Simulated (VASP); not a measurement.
# CdS (F-43m) in VASP: settings compared

CdS is run at these levels: r2SCAN+rVV10, PBE, BLYP+D3(BJ); tasks: single point.

Program: VASP 6.6.1. These are calculated values, not measurements. Logs are shortened: lines on timing, memory, paths and dates and some standing lists are left out, and cuts for length are marked.

## Step 1: The cell of the first run

The structure is cubic, space group F-43m (No. 216). The conventional cell has a = 5.714 Å, b = 5.714 Å, c = 5.714 Å, α = 90.00°, β = 90.00°, γ = 90.00°. Within 3.3 Å of Cd (site symmetry -43m) lie 4 S at 2.47 Å. S (site symmetry -43m) has 4 Cd at 2.47 Å within 3.3 Å.

## Step 2: Single point, r2SCAN+rVV10

File POSCAR:

```
CdS
1.0
    0.0000000000      2.8569628861      2.8569628861
    2.8569628861      0.0000000000      2.8569628861
    2.8569628861      2.8569628861      0.0000000000
Cd S
1 1
Direct
    0.0000000000      0.0000000000      0.0000000000
    0.7500000000      0.7500000000      0.7500000000
```

File INCAR.step1:

```
PREC = Accurate
ENCUT = 700
ISMEAR = -1
SIGMA = 0.05
LREAL = F
LASPH = T
NELM = 120
NBANDS = 20
GGA = PE
ALGO = Normal
EDIFF = 1E-5
LWAVE = T
LCHARG = F
GGA_COMPAT = F
```

File INCAR.step2:

```
PREC = Accurate
ENCUT = 700
EDIFF = 1E-6
ISMEAR = -1
SIGMA = 0.05
LREAL = F
LASPH = T
NELM = 120
ALGO = Normal
ISIF = 2
LWAVE = F
LCHARG = F
METAGGA = R2SCAN
LMIXTAU = T
LUSE_VDW = T
IVDW_NL = 2
BPARAM = 11.95
CPARAM = 0.0093
NBANDS = 20
ISTART = 1
GGA_COMPAT = F
```

File KPOINTS:

```
regular mesh
0
Gamma
  8 8 8
```

Potentials or basis: VASP PAW PBE potentials, release 64 (Cd_sv_GW, S).

On the command line:

```bash
cat potpaw_PBE.64/Cd_sv_GW/POTCAR potpaw_PBE.64/S/POTCAR > POTCAR
cp INCAR.step1 INCAR
mpirun -np 1 vasp_std > vasp.out
cp INCAR.step2 INCAR
mpirun -np 1 vasp_std > vasp.out
```

OUTCAR:

```text
PREC = Accurate
   ENCUT = 700
   EDIFF = 1E-6
   ISMEAR = -1
   LREAL = F
   LASPH = T
   NELM = 120
   ISIF = 2
   METAGGA = R2SCAN
   IVDW_NL = 2
   BPARAM = 11.95
   ISTART = 1

 ion  position               nearest neighbor table
   1  0.000  0.000  0.000-   2 2.47   2 2.47   2 2.47   2 2.47
   2  0.750  0.750  0.750-   1 2.47   1 2.47   1 2.47   1 2.47

  LATTYP: Found a face centered cubic cell.
 ALAT       =     5.7139257722

  Lattice vectors:

 A1 = (   0.0000000000,   2.8569628861,   2.8569628861)
 A2 = (   2.8569628861,   0.0000000000,   2.8569628861)
 A3 = (   2.8569628861,   2.8569628861,   0.0000000000)

Analysis of symmetry for initial positions (statically):
=====================================================================
 Subroutine PRICEL returns:
 Original cell was already a primitive cell.

 Routine SETGRP: Setting up the symmetry group for a
 face centered cubic supercell.

 Subroutine GETGRP returns: Found 24 space group operations
 (whereof 24 operations were pure point group operations)
 out of a pool of 48 trial point group operations.

The static configuration has the point symmetry T_d .

Analysis of symmetry for dynamics (positions and initial velocities):
=====================================================================
 Subroutine PRICEL returns:
 Original cell was already a primitive cell.

 Routine SETGRP: Setting up the symmetry group for a
 face centered cubic supercell.

 Subroutine GETGRP returns: Found 24 space group operations
 (whereof 24 operations were pure point group operations)
 out of a pool of 48 trial point group operations.

The dynamic configuration has the point symmetry T_d .

 Subroutine INISYM returns: Found 24 space group operations
 (whereof 24 operations are pure point group operations),
 and found     1 'primitive' translations

----------------------------------------------------------------------------------------

                                     Primitive cell

  volume of cell :      46.6384

  direct lattice vectors                    reciprocal lattice vectors
     0.000000000  2.856962886  2.856962886    -0.175011024  0.175011024  0.175011024
     2.856962886  0.000000000  2.856962886     0.175011024 -0.175011024  0.175011024
     2.856962886  2.856962886  0.000000000     0.175011024  0.175011024 -0.175011024

  length of vectors
     4.040355661  4.040355661  4.040355661     0.303127985  0.303127985  0.303127985

  position of ions in fractional coordinates (direct lattice)
     0.000000000  0.000000000  0.000000000
     0.750000000  0.750000000  0.750000000

  ion indices of the primitive-cell ions
   primitive index   ion index
                 1           1
                 2           2

----------------------------------------------------------------------------------------

 KPOINTS: regular mesh

Automatic generation of k-mesh.
 Grid dimensions read from file:
 generate k-points for:    8    8    8

 Generating k-lattice:

  Cartesian coordinates                     Fractional coordinates (reciprocal lattice)
    -0.021876378  0.021876378  0.021876378     0.125000000  0.000000000  0.000000000
     0.021876378 -0.021876378  0.021876378     0.000000000  0.125000000  0.000000000
     0.021876378  0.021876378 -0.021876378     0.000000000  0.000000000  0.125000000

  Length of vectors
     0.037890998  0.037890998  0.037890998

  Shift w.r.t. Gamma in fractional coordinates (k-lattice)
     0.000000000  0.000000000  0.000000000

 Subroutine IBZKPT returns following result:
 ===========================================

 Found     29 irreducible k-points:

 Following reciprocal coordinates:
            Coordinates               Weight
  0.000000  0.000000  0.000000      1.000000
  0.125000  0.000000  0.000000      8.000000
  0.250000  0.000000  0.000000      8.000000
  0.375000  0.000000  0.000000      8.000000
  0.500000  0.000000  0.000000      4.000000
  0.125000  0.125000  0.000000      6.000000
[... 16 lines left out ...]
  0.500000  0.250000  0.125000     48.000000
 -0.375000  0.250000  0.125000     24.000000
 [... further k-points ...]
   k-points           NKPTS =     29   k-points in BZ     NKDIM =     29   number of bands    NBANDS=     20
   number of dos      NEDOS =    301   number of ions     NIONS =      2
   total plane-waves  NPLWV =  46656
   dimension x,y,z NGX =    36 NGY =   36 NGZ =   36
   dimension x,y,z NGXF=    72 NGYF=   72 NGZF=   72
   ions per type =               1   1
   NGX,Y,Z   is equivalent  to a cutoff of  14.81, 14.81, 14.81 a.u.
   NGXF,Y,Z  is equivalent  to a cutoff of  29.63, 29.63, 29.63 a.u.
 SYSTEM =  unknown system
   PREC   = accura    normal or accurate (medium, high low for compatibility)
   ISTART =      1    job   : 0-new  1-cont  2-samecut
   ICHARG =      0    charge: 1-file 2-atom 10-const
   ISPIN  =      1    spin polarized calculation?
   LNONCOLLINEAR =      F non collinear calculations
   LSORBIT =      F    spin-orbit coupling
   LASPH  =      T    aspherical Exc in radial PAW
   ENCUT  =  700.0 eV  51.45 Ry    7.17 a.u.   8.72  8.72  8.72*2*pi/ulx,y,z
   NELM   =    120;   NELMIN=  2; NELMDL=  0     # of ELM steps
   EDIFF  = 0.1E-05   stopping-criterion for ELM
   LREAL  =      F    real-space projection
[... 7 lines left out ...]
   TEBEG  =    0.0;   TEEND  =   0.0 temperature during run
   PSTRESS=    0.0 pullay stress
   NELECT =      26.0000    total number of electrons
   NUPDOWN=      -1.0000    fix difference up-down
   EMIN   =  10.00;   EMAX   =-10.00  energy-range for DOS
   EFERMI =   0.00;   METHOD = LEGACY
   ISMEAR =    -1;   SIGMA  =   0.05  broadening in eV -4-tet -1-fermi 0-gaus
   EFERMI_NEDOS =   21; number of points for ismear=-14 and -15
   IALGO  =     38    algorithm
   IMIX   =      4    mixing-type and parameters
     AMIX     =   0.40;   BMIX     =  1.00
     AMIX_MAG =   1.60;   BMIX_MAG =  1.00
  volume/ion in A,a.u.               =      23.32       157.37
  Fermi-wavevector in a.u.,A,eV,Ry     =   1.347363  2.546147 24.699848  1.815388
  Thomas-Fermi vector in A             =   2.475120
   LORBIT       =      0    0 simple, 1 ext, 2 COOP (PROOUT), +10 PAW based schemes
   METAGGA = R2SCAN    functional components
   LHFCALC =     F    Hartree Fock is set to
   AEXX    =    0.0000 exact exchange contribution
   IVDW_NL    =     2    kernel type
   BPARAM     =11.9500
   IVDW    =     0    specifies the selected vdW correction
   LEPSILON=     F    determine dielectric tensor
   LRPA    =     F    only Hartree local field effects (RPA)
 non-spin polarized calculation
  energy-cutoff  :      700.00
  volume of cell :       46.64
 maximum number of plane-waves:      1980
   NGX = 17   NGY = 17   NGZ = 17

 number of electron      25.9999996 magnetization

 Free energy of the ion-electron system (eV)
  ---------------------------------------------------
  ext. energy  EPLUGINS =         0.00000000
  ---------------------------------------------------
  free energy    TOTEN  =       -28.91791653 eV

  energy without entropy =      -28.91791653  energy(sigma->0) =      -28.91791653

 E-fermi :   4.0979     XC(G=0): -10.2455

 val. band max:        3.2225684135   @ k =   0.0000   0.0000   0.0000
 cond. band min:       4.8964100729   @ k =   0.0000   0.0000   0.0000
 fundamental gap:      1.6738416595
 Fermi energy:         4.0978520754

 k-point     1 :       0.0000    0.0000    0.0000
  band No.  band energies     occupation
      1    -101.0092      2.00000
      2     -61.1673      2.00000
      3     -61.1673      2.00000
      4     -61.1673      2.00000
      5     -10.0617      2.00000
      6      -5.0126      2.00000
[... 12 lines left out ...]
     19      15.3262      0.00000
     20      15.4655      0.00000

 k-point     2 :       0.1250    0.0000    0.0000
  band No.  band energies     occupation
      1    -101.0092      2.00000
      2     -61.1675      2.00000
      3     -61.1674      2.00000
      4     -61.1673      2.00000
      5      -9.9895      2.00000
      6      -4.9851      2.00000
[... 12 lines left out ...]
     19      14.6330      0.00000
     20      15.8773      0.00000

 k-point     3 :       0.2500    0.0000    0.0000
  band No.  band energies     occupation
      1    -101.0092      2.00000
      2     -61.1678      2.00000
      3     -61.1674      2.00000
      4     -61.1674      2.00000
      5      -9.8140      2.00000
      6      -4.9250      2.00000
[... 12 lines left out ...]
     19      14.3784      0.00000
     20      15.0303      0.00000

 k-point     4 :       0.3750    0.0000    0.0000
  band No.  band energies     occupation
      1    -101.0092      2.00000
      2     -61.1682      2.00000
      3     -61.1675      2.00000
      4     -61.1675      2.00000
      5      -9.6382      2.00000
      6      -4.8777      2.00000
[... 12 lines left out ...]
     19      15.3399      0.00000
     20      15.3399      0.00000

 k-point     5 :       0.5000    0.0000    0.0000
  band No.  band energies     occupation
      1    -101.0092      2.00000
      2     -61.1683      2.00000
      3     -61.1675      2.00000
      4     -61.1675      2.00000
      5      -9.5659      2.00000
      6      -4.8630      2.00000
[... 12 lines left out ...]
     19      16.4292      0.00000
     20      16.4292      0.00000

 k-point     6 :       0.1250    0.1250    0.0000
  band No.  band energies     occupation
      1    -101.0092      2.00000
      2     -61.1675      2.00000
      3     -61.1674      2.00000
      4     -61.1674      2.00000
      5      -9.9656      2.00000
      6      -4.9666      2.00000
[... 12 lines left out ...]
     19      15.4025      0.00000
     20      16.8073      0.00000

 k-point     7 :       0.2500    0.1250    0.0000
  band No.  band energies     occupation
      1    -101.0092      2.00000
      2     -61.1677      2.00000
      3     -61.1675      2.00000
      4     -61.1674      2.00000
      5      -9.8249      2.00000
      6      -4.9236      2.00000
[... 12 lines left out ...]
     19      15.2373      0.00000
     20      16.5437      0.00000
[... 277 lines left out ...]
 k-point    20 :      -0.3750    0.3750    0.0000
  band No.  band energies     occupation
      1    -101.0092      2.00000
      2     -61.1682      2.00000
      3     -61.1679      2.00000
      4     -61.1677      2.00000
      5      -9.4274      2.00000
      6      -4.7712      2.00000
[... 12 lines left out ...]
     19      15.9178      0.00000
     20      18.3151      0.00000

 k-point    21 :       0.5000    0.5000    0.0000
  band No.  band energies     occupation
      1    -101.0092      2.00000
      2     -61.1683      2.00000
      3     -61.1677      2.00000
      4     -61.1677      2.00000
      5      -9.4129      2.00000
      6      -4.7564      2.00000
[... 12 lines left out ...]
     19      15.9750      0.00000
     20      17.3702      0.00000

 k-point    22 :       0.3750    0.2500    0.1250
  band No.  band energies     occupation
      1    -101.0092      2.00000
      2     -61.1679      2.00000
      3     -61.1676      2.00000
      4     -61.1675      2.00000
      5      -9.6850      2.00000
      6      -4.8630      2.00000
[... 12 lines left out ...]
     19      15.8831      0.00000
     20      17.7059      0.00000

 k-point    23 :       0.5000    0.2500    0.1250
  band No.  band energies     occupation
      1    -101.0092      2.00000
      2     -61.1681      2.00000
      3     -61.1677      2.00000
      4     -61.1676      2.00000
      5      -9.5468      2.00000
      6      -4.8160      2.00000
[... 12 lines left out ...]
     19      16.7733      0.00000
     20      17.1298      0.00000

 k-point    24 :      -0.3750    0.2500    0.1250
  band No.  band energies     occupation
      1    -101.0092      2.00000
      2     -61.1682      2.00000
      3     -61.1678      2.00000
      4     -61.1676      2.00000
      5      -9.4905      2.00000
      6      -4.8093      2.00000
[... 12 lines left out ...]
     19      16.1178      0.00000
     20      17.1686      0.00000

 [... further k-points ...]

------------------------ aborting loop because EDIFF is reached ----------------------------------------

  FORCE on cell =-STRESS in cart. coord.  units (eV):
  Direction    XX          YY          ZZ          XY          YZ          ZX
  --------------------------------------------------------------------------------------
  -------------------------------------------------------------------------------------
  Total        1.5443628      1.5443628      1.5443628     -0.0000000      0.0000000      0.0000000
  in kB       53.0537530     53.0537530     53.0537530     -0.0000000      0.0000000      0.0000000
  external PRESSURE =      53.0537530 kB  Pullay stress =       0.0000000 kB

 VOLUME and BASIS-vectors are now :
 -----------------------------------------------------------------------------
  energy-cutoff  :      700.00
  volume of cell :       46.64
      direct lattice vectors                 reciprocal lattice vectors
     0.000000000  2.856962886  2.856962886    -0.175011024  0.175011024  0.175011024
     2.856962886  0.000000000  2.856962886     0.175011024 -0.175011024  0.175011024
     2.856962886  2.856962886  0.000000000     0.175011024  0.175011024 -0.175011024

 POSITION                                       TOTAL-FORCE (eV/Angst)
 -----------------------------------------------------------------------------------
      0.00000      0.00000      0.00000         0.000000      0.000000      0.000000
      4.28544      4.28544      4.28544        -0.000000     -0.000000     -0.000000
 -----------------------------------------------------------------------------------
    total drift:                                0.000000      0.000000      0.000000

  FREE ENERGIE OF THE ION-ELECTRON SYSTEM (eV)
  ---------------------------------------------------
  free  energy   TOTEN  =       -28.9179165274 eV

  energy  without entropy=      -28.9179165266  energy(sigma->0) =      -28.91791653
```

It took 2.9 min on 1 thread of Intel Xeon Platinum 8259CL at 2.50GHz (Skylake/Cascade Lake), shared host; peak memory 0.41 GiB.

Results:

- Free energy: -28.9179 eV
- Pressure: 5.3 GPa
- Band gap on the k mesh: 1.67 eV

Caveat: the cell stands under pressure; the PAW data sets were made with another functional, which shifts forces and pressure a little.

## Step 3: Single point, PBE, non-collinear spin, zero start, spin-orbit coupling

This run uses another cell than the first one, of 24.31 Å³/atom.

File INCAR:

```
SYSTEM = CdS
ALGO = Normal
EDIFF = 1E-6
ENCUT = 630
GGA = PE
GGA_COMPAT = .False.
ISIF = 2
ISMEAR = -1
LASPH = .True.
LCHARG = .False.
LORBIT = 11
LORBMOM = .True.
LREAL = .False.
LSORBIT = .True.
LWAVE = .False.
MAGMOM = 0 0 0 0 0 0
NBANDS = 38
NELM = 200
PREC = Accurate
SIGMA = 0.05
```

File KPOINTS:

```
k-points
0
Gamma
  8 8 8
  0 0 0
```

File POSCAR:

```
CdS
1.0
    0.0000000000      2.8969255847      2.8969255847
    2.8969255847      0.0000000000      2.8969255847
    2.8969255847      2.8969255847      0.0000000000
Cd S
1 1
Direct
    0.0000000000      0.0000000000      0.0000000000
    0.7500000000      0.7500000000      0.7500000000
```

Potentials or basis: VASP PAW PBE potentials, release 64 (Cd_sv_GW, S).

On the command line:

```bash
cat potpaw_PBE.64/Cd_sv_GW/POTCAR potpaw_PBE.64/S/POTCAR > POTCAR
mpirun -np 1 vasp_ncl > vasp.out
```

It took 3.6 min on 1 thread of Intel Xeon 6975P-C (Granite Rapids), shared host; peak memory 0.48 GiB.

It converged, with:

- Free energy: -6.5730 eV
- Pressure: 4.1 GPa
- Net moment: 0.00 μB per cell
- Valence electrons inside the program's atomic spheres: Cd 17.68; S 3.73

Moments on the atoms (μB; x, y, z):
```
Cd  0.00 0.00 0.00
S   0.00 0.00 0.00
```

Caveat: the cell stands under pressure.

## Step 4: Single point, PBE

This run uses another cell than the first one, of 24.81 Å³/atom.

File INCAR:

```
SYSTEM = CdS
ALGO = Normal
EDIFF = 1E-6
ENCUT = 520
GGA = PE
ISIF = 2
ISMEAR = 0
LASPH = .TRUE.
LCHARG = .FALSE.
LREAL = .FALSE.
LWAVE = .FALSE.
NBANDS = 16
NELM = 60
PREC = Accurate
SIGMA = 0.024
```

File KPOINTS:

```
k-points
0
G
  8 8 8
  0 0 0
```

File POSCAR:

```
CdS
1.0
    0.0000000000      2.9165000000      2.9165000000
    2.9165000000      0.0000000000      2.9165000000
    2.9165000000      2.9165000000      0.0000000000
Cd S
1 1
Direct
    0.0000000000      0.0000000000      0.0000000000
    0.7500000000      0.7500000000      0.7500000000
```

Potentials or basis: VASP PAW PBE potentials, release 64 (Cd, S).

On the command line:

```bash
cat potpaw_PBE.64/Cd/POTCAR potpaw_PBE.64/S/POTCAR > POTCAR
mpirun -np 1 vasp_std > vasp.out
```

Wall time 23 s (1 thread of Intel Xeon Platinum 8375C at 2.90GHz (Ice Lake), shared host); peak memory 0.18 GiB.

Results (log left out):

```
Free energy            : -6.1213 eV
Pressure               : 3.2 GPa
Band gap on the k mesh : 1.15 eV
```

Levels at points of the mesh, in eV from the valence-band top:
```csv
k point,band 6,band 7,band 8,band 9,band 10,band 11,band 12,band 13
"(0.00, 0.00, 0.00)",-7.25,0.00,0.00,0.00,1.15,6.55,6.55,6.55
"(0.50, 0.00, 0.00)",-6.87,-4.40,-0.75,-0.75,3.02,7.01,7.01,7.48
"(0.50, 0.50, 0.00)",-6.80,-3.95,-1.88,-1.88,3.55,4.35,9.23,10.78
```

Caveat: the cell stands under pressure.

(Continued in part 2 of 2.)
